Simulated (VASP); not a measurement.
Runs of VASP 6.6.1 on B. The structure is that of space group P6/mmm (No. 191), or close to it. The cells are those of the table. 

| task | potentials or basis | cell | k mesh | cutoff (eV) | second run | gap on the mesh (eV) | pressure (GPa) | relaxed volume (Å³/atom) | largest force (eV/Å) |
| --- | --- | --- | --- | --- | --- | --- | --- | --- | --- |
| single point | VASP PAW PBE potentials, release 64 (B) | a = 1.852, b = 1.852, c = 5.580 Å, angles 90.0, 90.0, 120.0°, 2 atoms | 36 × 36 × 10 | 520 | - | none | (b) | - | 0.01 |
| relaxation of cell and atoms | VASP PAW PBE potentials, release 64 (B) | relaxed from a = 1.778, b = 1.778, c = 3.953 Å, angles 90.0, 90.0, 120.0°, 2 atoms | 12 × 12 × 4 | 600 | - | none | -0.3 | 8.42 | 0.01 |
| relaxation of cell and atoms | VASP PAW PBE potentials, release 64 (B_h) | relaxed from a = 1.778, b = 1.778, c = 3.953 Å, angles 90.0, 90.0, 120.0°, 2 atoms | 12 × 12 × 4 | 910 | hard_potentials | none | 0.3 | 7.51 | 0.02 |
| single point | VASP PAW PBE potentials, release 64 (B) | a = 1.778, b = 1.778, c = 3.953 Å, angles 90.0, 90.0, 120.0°, 2 atoms | 12 × 12 × 4 | 520 | - | none | (a) | - | 0.21 |
| single point | VASP PAW PBE potentials, release 64 (B) | a = 1.847, b = 1.847, c = 5.422 Å, angles 90.0, 90.0, 120.0°, 2 atoms | 12 × 12 × 4 | 520 | - | none | 0.1 | - | 0.01 |

Alike in all rows: level PBE; no spin polarisation; smearing gaussian 0.1 eV.

Problem. Fill in the values left out.

Solution. (a) 57.4; (b) 0.0.

Caveats: some runs use coarse meshes; this functional lacks dispersion, which binds the layers, so the pressure and a relaxed spacing across them are unreliable (some runs); the volume moved by over 15 % at a fixed basis, so the end points are rough (some runs).

A gap of «none» marks levels without a gap at the run's occupations.
